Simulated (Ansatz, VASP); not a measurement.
**Cr: VASP beside Ansatz**

The input INCAR:

```
PREC     = Accurate       # precision mode
ENCUT    = 520            # plane-wave cutoff, eV
EDIFF    = 1E-7           # SCF threshold, eV
ISMEAR   = -1             # smearing method
SIGMA    = 0.05           # smearing width, eV
LREAL    = False          # projectors in reciprocal space
LASPH    = True           # aspherical terms in the spheres
NELM     = 60             # most SCF steps
ALGO     = Normal         # electronic algorithm
ISIF     = 2              # what is computed and relaxed
LWAVE    = False          # write WAVECAR
LCHARG   = False          # write CHGCAR
GGA      = PE             # functional
NBANDS   = 19             # bands
```

KPOINTS

```
regular mesh
0
Gamma
  11 11 11
```

File POSCAR:

```
Cr
1.0
    3.0647357691      0.0000000000      0.0000000000
    0.0000000000      3.0647357691      0.0000000000
    0.0000000000      0.0000000000      3.0647357691
Cr
2
Direct
    0.0000000000      0.0000000000      0.0000000000
    0.5000000000      0.5000000000      0.5000000000
```

Input for Ansatz:

```yaml
crystal:
  lattice:
    - [3.0647357691, 0.0, 0.0]
    - [0.0, 3.0647357691, 0.0]
    - [0.0, 0.0, 3.0647357691]
  atoms:
    - { symbol: Cr, position: [0.0, 0.0, 0.0] }
    - { symbol: Cr, position: [0.5, 0.5, 0.5] }
kpoints:
  mp_grid: { grid: [11, 11, 11] }
scf:
  occupations: { method: fermi_dirac, width: 0.05 }
  lower_state_search: "off"
hamiltonian:
  xc: pbe
  pseudopotentials: { kind: paw }
output:
  forces: true
  stress: true
  eigenvalues: true
  write_density: true
  write_potential: true
  elf: true
  volumetric_format: npy
```

Change from the starting cell: volume scaled by 1.1, no spin polarisation, PAW files.

Alike in both runs: task single point; functional PBE; k mesh 11 × 11 × 11; occupations fermi-dirac, width 0.05 eV; no spin polarisation.

```csv
,VASP,Ansatz
version,VASP 6.6.1,Ansatz 0.2.0
potentials or method,"VASP PAW PBE potentials, release 64 (Cr_pv)","PAW with Ansatz's default frozen-core files, scalar-relativistic"
plane-wave cutoff (eV),520,420
valence electrons in the cell,24,28
```

|  | VASP | Ansatz | Ansatz less VASP |
| --- | --- | --- | --- |
| pressure (GPa) | -35.4 | -35.3 | +0.09 |

Both programs put the cell under strong tension, so it lies far from rest at this level. The functional is the same, so the differences come from potentials, cutoffs and numerics. VASP's potentials hold 24 valence electrons a cell and Ansatz's 28, so a difference there can come from the potentials and not from the codes.

Noted on VASP's run: the cell as given lies far from equilibrium.
